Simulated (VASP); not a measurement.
Write the native input for VASP 6.6.1 that does the following.

```yaml
Task: single point
Functional: PBEsol
Potentials_or_basis: VASP PAW PBE potentials, release 64 (Au)
Cutoff: 520 eV
k_mesh: 20 × 20 × 20
Occupations: gaussian, width 0.15 eV
Spin: no spin polarisation
Dipole_correction: no
Further_INCAR_settings: ALGO = Normal; EDIFF = 1e-06; NBANDS = 12
```

The structure of Au lies in POSCAR:

```
Au
1.0
   -1.6075509300      1.6075509300      1.6572690000
    1.6075509300     -1.6075509300      1.6572690000
    1.6075509300      1.6075509300     -1.6572690000
Au
1
Direct
    0.0000000000      0.0000000000      0.0000000000
```

This cell differs from its parent crystal: strain -0.030 along x and y, +0.000 along z.

The input as run:

INCAR

```
ALGO     = Normal         # electronic algorithm
EDIFF    = 1E-6           # SCF threshold, eV
ENCUT    = 520            # plane-wave cutoff, eV
GGA      = PS             # functional
ISIF     = 2              # what is computed and relaxed
ISMEAR   = 0              # smearing method
LASPH    = True           # aspherical terms in the spheres
LCHARG   = True           # write CHGCAR
LELF     = True           # ELF
LREAL    = False          # projectors in reciprocal space
LVHAR    = True         
LWAVE    = False          # write WAVECAR
NBANDS   = 12             # bands
NELM     = 100            # most SCF steps
PREC     = Accurate       # precision mode
SIGMA    = 0.15           # smearing width, eV
```

KPOINTS

```
k-points
0
Gamma
  20 20 20
```

Potentials or basis: VASP PAW PBE potentials, release 64 (Au).

Command:

```console
$ cat potpaw_PBE.64/Au/POTCAR > POTCAR
$ mpirun -np 1 vasp_std > vasp.out
```

It gave:

```
Pressure : -1.1 GPa
```

Caveat: the cell differs from its parent crystal (strain -0.030 along x and y, +0.000 along z); the PAW data sets were made with another functional, which shifts forces and pressure a little.

It took 50 s on 1 thread of Intel(R) Xeon(R) Platinum 8488C (Sapphire Rapids), on a shared host, peak memory 0.24 GiB.
